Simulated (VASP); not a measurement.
Runs of VASP 6.6.1 on AlN. The structure is that of space group Fm-3m (No. 225), or close to it. The cells are those of the table. 

```csv
task,level,cell,cutoff (eV),smearing,gap on the mesh (eV),pressure (GPa)
single point,RPBE,"a = 2.860 Å, angles 60.0°, 2 atoms",600,methfessel-paxton 0.02 eV,4.71,8.9
single point,PBEsol,"a = 2.860 Å, angles 60.0°, 2 atoms",600,gaussian 0.02 eV,4.55,(a)
relaxation of cell and atoms,PBEsol,"relaxed from a = 2.877 Å, angles 60.0°, 2 atoms",600,gaussian 0.02 eV,4.55,0.0
single point,PBEsol,"a = 2.860 Å, angles 60.0°, 2 atoms",520,gaussian 0.05 eV,4.55,0.0
```

Alike in all rows: potentials or basis VASP PAW PBE potentials, release 64 (Al, N); no spin polarisation; k mesh 10 × 10 × 10.

Question: Estimate the missing entries.

Answer: (a) -0.1.

Caveats: the PAW data sets were made with another functional, which shifts forces and pressure a little.

A k mesh can miss the band edges.
